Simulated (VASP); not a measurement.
Wanted: the native input for a VASP 6.6.1 run.

```yaml
Task: single point
Functional: PBE
Potentials_or_basis: VASP PAW PBE potentials, release 64 (Cr_pv)
Cutoff: 520 eV
k_mesh: 11 × 11 × 11
Occupations: fermi-dirac, width 0.05 eV
Spin: no spin polarisation
Dipole_correction: no
Further_INCAR_settings: ALGO = Normal; EDIFF = 1e-07; NBANDS = 19
```

The structure of Cr lies in POSCAR:

```
Cr
1.0
    3.0647357691      0.0000000000      0.0000000000
    0.0000000000      3.0647357691      0.0000000000
    0.0000000000      0.0000000000      3.0647357691
Cr
2
Direct
    0.0000000000      0.0000000000      0.0000000000
    0.5000000000      0.5000000000      0.5000000000
```

One way to write it, as run:

INCAR

```
PREC     = Accurate       # precision mode
ENCUT    = 520            # plane-wave cutoff, eV
EDIFF    = 1E-7           # SCF threshold, eV
ISMEAR   = -1             # smearing method
SIGMA    = 0.05           # smearing width, eV
LREAL    = False          # projectors in reciprocal space
LASPH    = True           # aspherical terms in the spheres
NELM     = 60             # most SCF steps
ALGO     = Normal         # electronic algorithm
ISIF     = 2              # what is computed and relaxed
LWAVE    = False          # write WAVECAR
LCHARG   = False          # write CHGCAR
GGA      = PE             # functional
NBANDS   = 19             # bands
```

KPOINTS

```
regular mesh
0
Gamma
  11 11 11
```

Potentials or basis: VASP PAW PBE potentials, release 64 (Cr_pv).

Launch:

```bash
$ cat potpaw_PBE.64/Cr_pv/POTCAR > POTCAR
$ mpirun -np 1 vasp_std > vasp.out
```

Results of the run:

The pressure is -35.4 GPa and the band gap on the k mesh is zero (bands 12 and 13 overlap by 0.66 eV).

Caveat: the cell stands under tension; the run has no spin polarisation, though such a crystal can be magnetic.

It took 26 s on 1 thread of Intel(R) Xeon(R) Platinum 8259CL CPU @ 2.50GHz (Skylake/Cascade Lake), on a shared host, peak memory 0.15 GiB.
